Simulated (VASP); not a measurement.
# ZnCd2Te2S (Pmm2) in VASP: notebook

Runs on ZnCd2Te2S. Level: PBE. Tasks: relaxation of cell and atoms.

Program: VASP 6.6.1. These are calculated values, not measurements. Logs are shortened: lines on timing, memory, paths and dates and some standing lists are left out, and cuts for length are marked.

## Step 1: The cell of the first run

Symmetry: Pmm2, No. 25, orthorhombic system. Conventional cell: a = 4.514 Å, b = 4.581 Å, c = 7.934 Å, α = 90.00°, β = 90.00°, γ = 90.00°. Within 3.6 Å of Zn (site symmetry mm2) lie 3 Cd at 2.68 Å and 6 Te at 3.48 to 3.51 Å. Within 3.5 Å of Cd (site symmetry mm2) lie 2 S at 2.62 Å and 1 Zn at 2.68 Å and 6 Te at 3.42 to 3.49 Å. Cd (site symmetry mm2) has 1 S at 2.60 Å and 2 Zn at 2.68 Å and 6 Te at 3.47 to 3.54 Å within 3.6 Å. Within 4.7 Å of Te (site symmetry mm2) lie 2 S at 3.45 Å and 4 Zn at 3.48 Å and 6 Cd at 3.49 to 3.54 Å and 8 Te at 4.51 to 4.63 Å. Te (site symmetry mm2) has 6 Cd at 3.42 to 3.47 Å and 4 S at 3.47 Å and 2 Zn at 3.51 Å and 8 Te at 4.51 to 4.63 Å within 4.7 Å. Within 3.5 Å of S (site symmetry mm2) lie 3 Cd at 2.60 to 2.62 Å and 6 Te at 3.45 to 3.47 Å.

The cell was generated, and may not be a known phase.

## Step 2: Relaxation of cell and atoms, PBE

The input, INCAR:

```
SYSTEM = ZnCd2Te2S
PREC = Accurate
ENCUT = 600
EDIFF = 1E-7
ISMEAR = 0
SIGMA = 0.1
LREAL = .False.
LASPH = .True.
NELM = 100
ALGO = Normal
ISIF = 3
LWAVE = .False.
LCHARG = .False.
GGA = PE
IBRION = 2
NSW = 90
EDIFFG = -0.04
```

The input, KPOINTS:

```
regular mesh
0
Gamma
  4 4 2
  0 0 0
```

The input, POSCAR:

```
ZnCd2Te2S
1.0
    4.5139606800      0.0000000000      0.0000000000
    0.0000000000      4.5811557500      0.0000000000
    0.0000000000      0.0000000000      7.9343443900
Zn Cd Te S
1 2 2 1
Direct
    0.5000000000      0.5000000000      0.1648619800
    0.5000000000      0.5000000000      0.8272050000
    0.5000000000      0.0000000000      0.3401650200
    0.0000000000      0.0000000000      0.9966070000
    0.0000000000      0.5000000000      0.5034500100
    0.5000000000      0.0000000000      0.6677109900
```

Potentials or basis: VASP PAW PBE potentials, release 64 (Zn, Cd, Te, S).

The run is started by

```sh
$ cat potpaw_PBE.64/Zn/POTCAR potpaw_PBE.64/Cd/POTCAR potpaw_PBE.64/Te/POTCAR potpaw_PBE.64/S/POTCAR > POTCAR
$ mpirun -np 1 vasp_std > vasp.out
```

OUTCAR:

```text
SYSTEM = ZnCd2Te2S
   PREC = Accurate
   ENCUT = 600
   EDIFF = 1E-7
   ISMEAR = 0
   LREAL = .False.
   LASPH = .True.
   NELM = 100
   ISIF = 3
   GGA = PE
   IBRION = 2
   NSW = 90
   EDIFFG = -0.04

 ion  position               nearest neighbor table
   1  0.500  0.500  0.165-   2 2.68   3 2.68   3 2.68
   2  0.500  0.500  0.827-   6 2.62   6 2.62   1 2.68   5 3.42   5 3.42   4 3.49   4 3.49   4 3.49
                             4 3.49
   3  0.500  0.000  0.340-   6 2.60   1 2.68   1 2.68   5 3.47   5 3.47   5 3.47   5 3.47   4 3.54
                             4 3.54
   4  0.000  0.000  0.997-   2 3.49   2 3.49   2 3.49   2 3.49   3 3.54   3 3.54
   5  0.000  0.500  0.503-   2 3.42   2 3.42   3 3.47   3 3.47   3 3.47   3 3.47
   6  0.500  0.000  0.668-   3 2.60   2 2.62   2 2.62

  LATTYP: Found a simple orthorhombic cell.
 ALAT       =     4.5139606800
 B/A-ratio  =     1.0148860557
 C/A-ratio  =     1.7577344936

  Lattice vectors:

 A1 = (   4.5139606800,   0.0000000000,   0.0000000000)
 A2 = (   0.0000000000,   4.5811557500,   0.0000000000)
 A3 = (   0.0000000000,   0.0000000000,   7.9343443900)

Analysis of symmetry for initial positions (statically):
=====================================================================
 Subroutine PRICEL returns:
 Original cell was already a primitive cell.

 Routine SETGRP: Setting up the symmetry group for a
 simple orthorhombic supercell.

 Subroutine GETGRP returns: Found  4 space group operations
 (whereof  4 operations were pure point group operations)
 out of a pool of  8 trial point group operations.

The static configuration has the point symmetry C_2v.

Analysis of symmetry for dynamics (positions and initial velocities):
=====================================================================
 Subroutine PRICEL returns:
 Original cell was already a primitive cell.

 Routine SETGRP: Setting up the symmetry group for a
 simple orthorhombic supercell.

 Subroutine GETGRP returns: Found  4 space group operations
 (whereof  4 operations were pure point group operations)
 out of a pool of  8 trial point group operations.

The dynamic configuration has the point symmetry C_2v.

 Subroutine INISYM returns: Found  4 space group operations
 (whereof  4 operations are pure point group operations),
 and found     1 'primitive' translations

----------------------------------------------------------------------------------------

                                     Primitive cell

  volume of cell :     164.0756

  direct lattice vectors                    reciprocal lattice vectors
     4.513960680  0.000000000  0.000000000     0.221534938  0.000000000  0.000000000
     0.000000000  4.581155750  0.000000000     0.000000000  0.218285528  0.000000000
     0.000000000  0.000000000  7.934344390     0.000000000  0.000000000  0.126034358

  length of vectors
     4.513960680  4.581155750  7.934344390     0.221534938  0.218285528  0.126034358

  position of ions in fractional coordinates (direct lattice)
     0.500000000  0.500000000  0.164861980
     0.500000000  0.500000000  0.827205000
     0.500000000  0.000000000  0.340165020
     0.000000000  0.000000000  0.996607000
     0.000000000  0.500000000  0.503450010
     0.500000000  0.000000000  0.667710990

  ion indices of the primitive-cell ions
   primitive index   ion index
                 1           1
                 2           2
                 3           3
                 4           4
                 5           5
                 6           6

----------------------------------------------------------------------------------------

 KPOINTS: regular mesh

Automatic generation of k-mesh.
 Grid dimensions read from file:
 generate k-points for:    4    4    2

 Generating k-lattice:

  Cartesian coordinates                     Fractional coordinates (reciprocal lattice)
     0.055383735  0.000000000  0.000000000     0.250000000  0.000000000  0.000000000
     0.000000000  0.054571382  0.000000000     0.000000000  0.250000000  0.000000000
     0.000000000  0.000000000  0.063017179     0.000000000  0.000000000  0.500000000

  Length of vectors
     0.055383735  0.054571382  0.063017179

  Shift w.r.t. Gamma in fractional coordinates (k-lattice)
     0.000000000  0.000000000  0.000000000

 Subroutine IBZKPT returns following result:
 ===========================================

 Found     18 irreducible k-points:

 Following reciprocal coordinates:
            Coordinates               Weight
  0.000000  0.000000  0.000000      1.000000
  0.250000  0.000000  0.000000      2.000000
  0.500000  0.000000  0.000000      1.000000
  0.000000  0.250000  0.000000      2.000000
  0.250000  0.250000  0.000000      4.000000
  0.500000  0.250000  0.000000      2.000000
[... 10 lines left out ...]
  0.250000  0.500000  0.500000      2.000000
  0.500000  0.500000  0.500000      1.000000
   k-points           NKPTS =     18   k-points in BZ     NKDIM =     18   number of bands    NBANDS=     32
   number of dos      NEDOS =    301   number of ions     NIONS =      6
   total plane-waves  NPLWV =  92160
   dimension x,y,z NGX =    36 NGY =   40 NGZ =   64
   dimension x,y,z NGXF=    72 NGYF=   80 NGZF=  128
   ions per type =               1   2   2   1
   NGX,Y,Z   is equivalent  to a cutoff of  13.26, 14.52, 13.41 a.u.
   NGXF,Y,Z  is equivalent  to a cutoff of  26.52, 29.03, 26.82 a.u.
 SYSTEM =  ZnCd2Te2S
   PREC   = accura    normal or accurate (medium, high low for compatibility)
   ISTART =      0    job   : 0-new  1-cont  2-samecut
   ICHARG =      2    charge: 1-file 2-atom 10-const
   ISPIN  =      1    spin polarized calculation?
   LNONCOLLINEAR =      F non collinear calculations
   LSORBIT =      F    spin-orbit coupling
   LASPH  =      T    aspherical Exc in radial PAW
   ENCUT  =  600.0 eV  44.10 Ry    6.64 a.u.   9.02  9.15 15.85*2*pi/ulx,y,z
   NELM   =    100;   NELMIN=  2; NELMDL= -5     # of ELM steps
   EDIFF  = 0.1E-06   stopping-criterion for ELM
   LREAL  =      F    real-space projection
   EDIFFG = -.4E-01   stopping-criterion for IOM
   NSW    =     90    number of steps for IOM
   IBRION =      2    ionic relax: 0-MD 1-quasi-New 2-CG
   NFREE  =      1    steps in history (QN), initial steepest desc. (CG)
   ISIF   =      3    stress and relaxation
   ISYM   =      2    0-nonsym 1-usesym 2-fastsym
   POTIM  = 0.5000    time-step for ionic-motion
   TEBEG  =    0.0;   TEEND  =   0.0 temperature during run
   PSTRESS=    0.0 pullay stress
   NELECT =      54.0000    total number of electrons
   NUPDOWN=      -1.0000    fix difference up-down
   EMIN   =  10.00;   EMAX   =-10.00  energy-range for DOS
   EFERMI =   0.00;   METHOD = LEGACY
   ISMEAR =     0;   SIGMA  =   0.10  broadening in eV -4-tet -1-fermi 0-gaus
   EFERMI_NEDOS =   21; number of points for ismear=-14 and -15
   IALGO  =     38    algorithm
   IMIX   =      4    mixing-type and parameters
     AMIX     =   0.40;   BMIX     =  1.00
     AMIX_MAG =   1.60;   BMIX_MAG =  1.00
  volume/ion in A,a.u.               =      27.35       184.54
  Fermi-wavevector in a.u.,A,eV,Ry     =   1.130294  2.135946 17.382324  1.277565
  Thomas-Fermi vector in A             =   2.266990
   LORBIT       =      0    0 simple, 1 ext, 2 COOP (PROOUT), +10 PAW based schemes
   GGA     = PE    functional components
   LHFCALC =     F    Hartree Fock is set to
   AEXX    =    0.0000 exact exchange contribution
   IVDW    =     0    specifies the selected vdW correction
   LEPSILON=     F    determine dielectric tensor
   LRPA    =     F    only Hartree local field effects (RPA)
 conjugate gradient relaxation of ions
 non-spin polarized calculation
 Gauss-broadening in eV      SIGMA  =   0.10
  energy-cutoff  :      600.00
  volume of cell :      164.08
 maximum number of plane-waves:      5524
   NGX = 19   NGY = 19   NGZ = 31

--------------------------------------- Ionic step        1  -------------------------------------------

 number of electron      54.0000008 magnetization

 Free energy of the ion-electron system (eV)
  ---------------------------------------------------
  ext. energy  EPLUGINS =         0.00000000
  ---------------------------------------------------
  free energy    TOTEN  =       -11.81581024 eV

  energy without entropy =      -11.79113674  energy(sigma->0) =      -11.80347349

------------------------ aborting loop because EDIFF is reached ----------------------------------------

  FORCE on cell =-STRESS in cart. coord.  units (eV):
  Direction    XX          YY          ZZ          XY          YZ          ZX
  --------------------------------------------------------------------------------------
  -------------------------------------------------------------------------------------
  Total       -4.2121692     -2.2949095     -1.5356097      0.0000000      0.0000000      0.0000000
  in kB      -41.1313077    -22.4095057    -14.9950377      0.0000000      0.0000000      0.0000000
  external PRESSURE =     -26.1786171 kB  Pullay stress =       0.0000000 kB
[... 101 lines left out ...]
  FREE ENERGIE OF THE ION-ELECTRON SYSTEM (eV)
  ---------------------------------------------------
  free  energy   TOTEN  =       -12.0696998620 eV

  energy  without entropy=      -12.0512851504  energy(sigma->0) =      -12.06049251

 E-fermi :   4.8323     XC(G=0): -10.2348

 val. band max:        4.7991607160   @ k =   0.0000   0.0000   0.0000
 cond. band min:       4.8602855716   @ k =   0.0000   0.0000   0.0000
 fundamental gap:      0.0611248557
 Fermi energy:         4.8322516594

 k-point     1 :       0.0000    0.0000    0.0000
  band No.  band energies     occupation
      1      -8.2796      2.00000
      2      -7.0166      2.00000
      3      -6.8893      2.00000
      4      -4.2885      2.00000
      5      -4.2505      2.00000
      6      -4.1438      2.00000
[... 619 lines left out ...]
     31       6.1020      0.00000
     32       9.8188      0.00000

[... ionic steps 4 to 46 ...]

--------------------------------------- Ionic step       47  -------------------------------------------

 number of electron      53.9999995 magnetization

------------------------ aborting loop because EDIFF is reached ----------------------------------------

  FORCE on cell =-STRESS in cart. coord.  units (eV):
  Direction    XX          YY          ZZ          XY          YZ          ZX
  --------------------------------------------------------------------------------------
  -------------------------------------------------------------------------------------
  Total        0.2966543     -0.0239734      0.1972770      0.0000000      0.0000000      0.0000000
  in kB        2.9401716     -0.2376032      1.9552332      0.0000000      0.0000000      0.0000000
  external PRESSURE =       1.5526006 kB  Pullay stress =       0.0000000 kB
[... 65 lines left out ...]
  energy  without entropy=      -13.5761729917  energy(sigma->0) =      -13.57885564

--------------------------------------- Ionic step       49  -------------------------------------------

 number of electron      53.9999993 magnetization

 Free energy of the ion-electron system (eV)
  ---------------------------------------------------
  ext. energy  EPLUGINS =         0.00000000
  ---------------------------------------------------
  free energy    TOTEN  =       -13.58217327 eV

  energy without entropy =      -13.57691645  energy(sigma->0) =      -13.57954486

 E-fermi :   3.5174     XC(G=0):  -9.4121

 val. band max:        3.5038667977   @ k =   0.0000   0.2500   0.0000
 cond. band min:       3.6714208818   @ k =   0.0000   0.5000   0.0000
 fundamental gap:      0.1675540842
 Fermi energy:         3.5174082553

 k-point     1 :       0.0000    0.0000    0.0000
  band No.  band energies     occupation
      1      -9.1728      2.00000
      2      -8.5501      2.00000
      3      -8.0016      2.00000
      4      -5.4005      2.00000
      5      -5.3829      2.00000
      6      -5.2301      2.00000
[... 652 lines left out ...]
  FREE ENERGIE OF THE ION-ELECTRON SYSTEM (eV)
  ---------------------------------------------------
  free  energy   TOTEN  =       -13.5821732730 eV

  energy  without entropy=      -13.5769164533  energy(sigma->0) =      -13.57954486

 reached required accuracy - stopping structural energy minimisation
```

Wall time 56 min (1 thread of Intel Xeon Platinum 8488C (Sapphire Rapids), shared host); peak memory 0.4 GiB.

Results:

| Property | Result |
| --- | --- |
| Free energy | -13.5822 eV |
| Relaxed volume | 27.06 Å³/atom |
| Relaxed cell | a = 3.670 Å, b = 4.192 Å, c = 10.550 Å, α = 90.00°, β = 90.00°, γ = 90.00° |
| Space group after relaxing (to 0.1 Å) | Pmm2 (No. 25) |
| Energy gained by relaxing | 294.4 meV/atom |
| Ionic steps | 49 |
| Pressure after relaxing | 0.0 GPa |
| Largest force after relaxing | 0.037 eV/Å |
| Band gap on the k mesh | zero (bands 27 and 28 overlap by 1.55 eV) |

Forces in eV/Å, atoms in the order of the input:
```
Zn   0.000  0.000 -0.004
Cd   0.000  0.000  0.019
Cd   0.000  0.000 -0.011
Te   0.000  0.000 -0.037
Te   0.000  0.000  0.026
S    0.000  0.000  0.007
```

Step by step:
```csv
step,energy change (eV),largest force (eV/Å),pressure (GPa),volume (Å³)
1,0.0000,0.8699,-2.62,164.08
3,-0.2539,1.0088,1.77,147.09
5,-0.5780,0.7192,1.63,144.28
7,-0.6426,0.4792,2.68,141.02
9,-0.7398,0.4776,-0.77,150.32
11,-0.9211,0.3907,0.29,152.90
13,-0.9556,0.6629,1.25,153.93
15,-1.1073,0.6558,-0.73,167.44
17,-1.1639,0.6909,-1.63,175.61
19,-1.3034,0.6258,-1.60,181.05
21,-1.3102,0.6839,-1.59,182.15
23,-1.4651,0.7778,0.44,170.82
25,-1.5310,0.5211,0.42,168.40
27,-1.5569,0.7052,-0.39,169.10
29,-1.6277,0.4503,-0.18,165.39
31,-1.6783,0.3092,0.11,162.46
33,-1.7148,0.2258,-0.14,162.17
35,-1.7262,0.1088,0.13,161.51
37,-1.7354,0.1030,-0.11,162.65
39,-1.7438,0.2584,-0.33,163.88
41,-1.7495,0.2092,-0.15,163.37
43,-1.7565,0.1078,0.10,162.18
45,-1.7620,0.0299,0.00,162.04
47,-1.7647,0.0874,0.16,161.65
49,-1.7664,0.0369,-0.03,162.34
```

Final structure:
```
CELL_PARAMETERS angstrom
3.67041 0.00000 0.00000
0.00000 4.19222 0.00000
0.00000 0.00000 10.55025
ATOMIC_POSITIONS crystal
Zn 0.50000 0.50000 0.13287
Cd 0.50000 0.50000 0.82937
Cd 0.50000 0.00000 0.46587
Te 0.00000 0.00000 0.02391
Te 0.00000 0.50000 0.34680
S 0.50000 0.00000 0.70118
```

Levels at points of the mesh, in eV from the Fermi level:
| k point | band 24 | band 25 | band 26 | band 27 | band 28 | band 29 | band 30 | band 31 |
| --- | --- | --- | --- | --- | --- | --- | --- | --- |
| (0.00, 0.00, 0.00) | -1.16 | -0.83 | -0.81 | -0.19 | 0.19 | 1.04 | 1.86 | 3.52 |
| (0.50, 0.00, 0.00) | -1.58 | -1.10 | -0.73 | -0.57 | -0.11 | 2.15 | 2.90 | 3.52 |
| (0.00, 0.50, 0.00) | -2.14 | -0.18 | 0.15 | 0.34 | 0.62 | 2.79 | 3.37 | 4.40 |
| (0.50, 0.50, 0.00) | -2.97 | -2.21 | -2.18 | -1.19 | -0.69 | -0.32 | 1.34 | 1.81 |
| (0.00, 0.00, 0.50) | -0.95 | -0.62 | -0.54 | -0.15 | 0.37 | 1.21 | 1.56 | 4.13 |
| (0.50, 0.00, 0.50) | -1.57 | -0.57 | -0.53 | -0.11 | 0.41 | 1.26 | 2.37 | 3.22 |
| (0.00, 0.50, 0.50) | -1.32 | -0.18 | 0.34 | 0.61 | 0.90 | 1.84 | 2.54 | 4.86 |
| (0.50, 0.50, 0.50) | -2.85 | -1.97 | -1.95 | -1.13 | -0.94 | -0.61 | 0.72 | 1.57 |

Caveat: the k points lie up to 0.43 Å⁻¹ apart in the final cell, too coarse for converged energies and pressures of a metal; a cell axis changed by over 15 % at a fixed basis, so the end point is rough; spin-orbit coupling is left out, which moves the levels of the heavy elements.

(Continued in part 2 of 2.)

The gap in the log of VASP goes by the Fermi energy; the results here count the filled bands.